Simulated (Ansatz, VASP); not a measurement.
## Two plane-wave programs on B4Ru

```
CELL_PARAMETERS angstrom
3.46193 0.00000 0.00000
0.00000 3.46193 0.00000
0.00000 0.00000 3.46193
ATOMIC_POSITIONS crystal
B 0.00000 0.00000 0.00000
B 0.50000 0.00000 0.00000
B 0.00000 0.50000 0.00000
B 0.00000 0.00000 0.50000
Ru 0.50000 0.50000 0.50000
```

Alike in both runs: functional PBE; k mesh 12 × 12 × 12; occupations gaussian, width 0.1 eV; no spin polarisation.

Ansatz relaxed the structure, and its values are those at the end. VASP's run is a single point on that final structure, the one shown.

```csv
,VASP,Ansatz
version,VASP 6.6.1,Ansatz 0.2.0
potentials or method,"VASP PAW PBE potentials, release 64 (B, Ru_pv), cutoff 520 eV","scalar-relativistic, plane waves, PAW"
valence electrons in the cell,26,28
```

|  | VASP | Ansatz | Ansatz less VASP |
| --- | --- | --- | --- |
| gap on the k mesh at the Fermi level (eV) | none | none | - |
| pressure (GPa) | 0.0 | 0.0 | +0.07 |

A gap of «none» marks a metal or a gap that the smearing closes. The functional is the same, so the differences come from potentials, cutoffs and numerics. VASP's potentials hold 26 valence electrons a cell and Ansatz's 28, so a difference there can come from the potentials and not from the codes.
